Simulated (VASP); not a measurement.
Wanted: the native input for a VASP 6.6.1 run.

| Property | Result |
| --- | --- |
| Task | single point |
| Functional | r2SCAN |
| Potentials or basis | VASP PAW PBE potentials, release 64 (Li_sv) |
| Cutoff | 520 eV |
| k mesh | 11 × 11 × 11 |
| Occupations | fermi-dirac, width 0.05 eV |
| Spin | no spin polarisation |
| Dipole correction | no |
| Further INCAR settings | ALGO = Normal; EDIFF = 1e-06; NBANDS = 8 |

The system is Li.

```
Li
1.0
    -1.71883    1.71883    1.71883
     1.71883   -1.71883    1.71883
     1.71883    1.71883   -1.71883
Li
1
Direct
  0.00000 0.00000 0.00000
```

The input as run:

POSCAR

```
Li
1.0
   -1.7188307657      1.7188307657      1.7188307657
    1.7188307657     -1.7188307657      1.7188307657
    1.7188307657      1.7188307657     -1.7188307657
Li
1
Direct
    0.0000000000      0.0000000000      0.0000000000
```

INCAR.step1

```
SYSTEM = Li
PREC = Accurate
ENCUT = 520
ISMEAR = -1
SIGMA = 0.05
LREAL = .FALSE.
LASPH = .TRUE.
NELM = 60
NBANDS = 8
GGA = PE
ALGO = Normal
EDIFF = 1E-4
LWAVE = .TRUE.
LCHARG = .FALSE.
```

INCAR.step2

```
SYSTEM = Li
PREC = Accurate
ENCUT = 520
EDIFF = 1E-6
ISMEAR = -1
SIGMA = 0.05
LREAL = .FALSE.
LASPH = .TRUE.
NELM = 60
ALGO = Normal
ISIF = 2
LWAVE = .FALSE.
LCHARG = .FALSE.
METAGGA = R2SCAN
LMIXTAU = .TRUE.
NBANDS = 8
ISTART = 1
```

KPOINTS

```
regular mesh
0
G
  11 11 11
  0 0 0
```

Potentials or basis: VASP PAW PBE potentials, release 64 (Li_sv).

Run with:

```console
$ cat potpaw_PBE.64/Li_sv/POTCAR > POTCAR
$ cp INCAR.step1 INCAR
$ mpirun -np 1 vasp_std > vasp.out
$ cp INCAR.step2 INCAR
$ mpirun -np 1 vasp_std > vasp.out
```

Wall time 12 s on 1 thread of Intel(R) Xeon(R) 6975P-C (Granite Rapids), on a shared host, peak memory 0.13 GiB.
